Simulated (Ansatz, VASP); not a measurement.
# SnSe: VASP beside Ansatz

```xyz
2
Lattice="0.0000 3.4748 2.2586 3.4748 0.0000 2.2586 3.4748 3.4748 0.0000" Properties=species:S:1:pos:R:3 pbc="T T T"
Sn    0.0000    0.0000    0.0000
Se    3.4748    3.4748    2.2586
```

Alike in both runs: task single point; functional r2SCAN; k mesh 12 × 12 × 12; occupations gaussian, width 0.05 eV; no spin polarisation.

|  | VASP | Ansatz |
| --- | --- | --- |
| version | VASP 6.6.1 | Ansatz 0.2.0 |
| potentials or method | VASP PAW PBE potentials, release 64 (Sn_d, Se), cutoff 520 eV | scalar-relativistic, plane waves, PAW |
| valence electrons in the cell | 20 | 30 |

Ansatz gave:

- gap on the k mesh at the Fermi level (eV): none
- pressure (GPa): 25.0
- traceless stress, the component that is largest in VASP (GPa): 50.60

Problem. What did VASP give for the same quantities?

Solution. gap on the k mesh at the Fermi level (eV): none; pressure (GPa): 24.8; traceless stress, the component that is largest in VASP (GPa): 50.30.

VASP's potentials were made for PBE, not for r2SCAN. A gap of «none» marks a metal or a gap that the smearing closes. The functional is the same, so the differences come from potentials, cutoffs and numerics. VASP's potentials hold 20 valence electrons a cell and Ansatz's 30, so a difference there can come from the potentials and not from the codes.
